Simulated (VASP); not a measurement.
Wanted: the native input for a VASP 6.6.1 run.

| Quantity | Value |
| --- | --- |
| Task | relaxation of cell and atoms |
| Functional | PBE |
| Potentials or basis | VASP PAW PBE potentials, release 64 (Mg, Zr_sv, C) |
| Cutoff | 600 eV |
| k mesh | 14 × 14 × 10 |
| Occupations | gaussian, width 0.1 eV |
| Spin | no spin polarisation |
| Dipole correction | no |
| Further INCAR settings | ALGO = Normal; EDIFF = 1e-06; IBRION = 2; EDIFFG = -0.01; NSW = 100; ISIF = 3 |

The structure of MgZrC lies in POSCAR:

```
MgZrC
1.0
    3.2689173066      0.0000000000      0.0000000000
    0.0000000000      3.2689173066      0.0000000000
    0.0000000000      0.0000000000      4.5123702002
Mg Zr C
1 1 1
Direct
    0.5000000000      0.5000000000      0.5000000000
    0.0000000000      0.0000000000      0.0000000000
    0.5000000000      0.5000000000      0.0000000000
```

These files were run (other wordings do the same):

INCAR

```
ALGO     = Normal         # electronic algorithm
EDIFF    = 1E-6           # SCF threshold, eV
EDIFFG   = -0.01          # ionic threshold
ENCUT    = 600            # plane-wave cutoff, eV
GGA      = PE             # functional
IBRION   = 2              # ionic algorithm
ISIF     = 3              # what is computed and relaxed
ISMEAR   = 0              # smearing method
LASPH    = True           # aspherical terms in the spheres
LCHARG   = False          # write CHGCAR
LREAL    = False          # projectors in reciprocal space
LWAVE    = False          # write WAVECAR
NELM     = 100            # most SCF steps
NSW      = 100            # ionic steps
PREC     = Accurate       # precision mode
SIGMA    = 0.1            # smearing width, eV
```

KPOINTS

```
k-points
0
Gamma
  14 14 10
```

Potentials or basis: VASP PAW PBE potentials, release 64 (Mg, Zr_sv, C).

Run with:

```bash
$ cat potpaw_PBE.64/Mg/POTCAR potpaw_PBE.64/Zr_sv/POTCAR potpaw_PBE.64/C/POTCAR > POTCAR
$ mpirun -np 1 vasp_std > vasp.out
```

It gave:

The relaxed volume is 16.08 Å³/atom. The relaxed cell is a = 3.274 Å, b = 3.274 Å, c = 4.501 Å, α = 90.00°, β = 90.00°, γ = 90.00°. The space group after relaxing (to 0.05 Å) is P4/mmm (No. 123), the energy gained by relaxing is 0.1 meV/atom and the ionic steps are 4. The pressure after relaxing is 0.0 GPa and the band gap on the k mesh is zero (band 9 reaches 7.36 eV, above the bottom of band 10 at 5.10 eV).

Run time: 8.5 min on 1 thread of Oxide Virtual Turin-like Processor (shared host), peak memory 0.33 GiB.
